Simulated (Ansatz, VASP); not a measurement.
## Fe in VASP and in Ansatz

```
Fe
1.0
     0.00000    2.45834    2.45834
     2.45834    0.00000    2.45834
     2.45834    2.45834    0.00000
Fe
2
Direct
  0.12500 0.12500 0.12500
  0.87500 0.87500 0.87500
```

Alike in both runs: functional RPBE; k mesh 11 × 11 × 11; occupations fermi-dirac, width 0.1 eV; no spin polarisation.

Ansatz relaxed the structure, and its values are those at the end. VASP's run is a single point on that final structure, the one shown.

```csv
,VASP,Ansatz
version,VASP 6.6.1,Ansatz 0.2.0
potentials or method,"VASP PAW PBE potentials, release 64 (Fe_sv), cutoff 690 eV","plane waves (420 eV) with PAW, scalar-relativistic"
valence electrons in the cell,32,32
```

```tsv
	VASP	Ansatz	Ansatz less VASP
pressure (GPa)	-1.2	0.0	+1.21
```

VASP's potentials were made for PBE, not for RPBE. With one functional, cell and mesh, what is left measures potentials, basis and numerics.
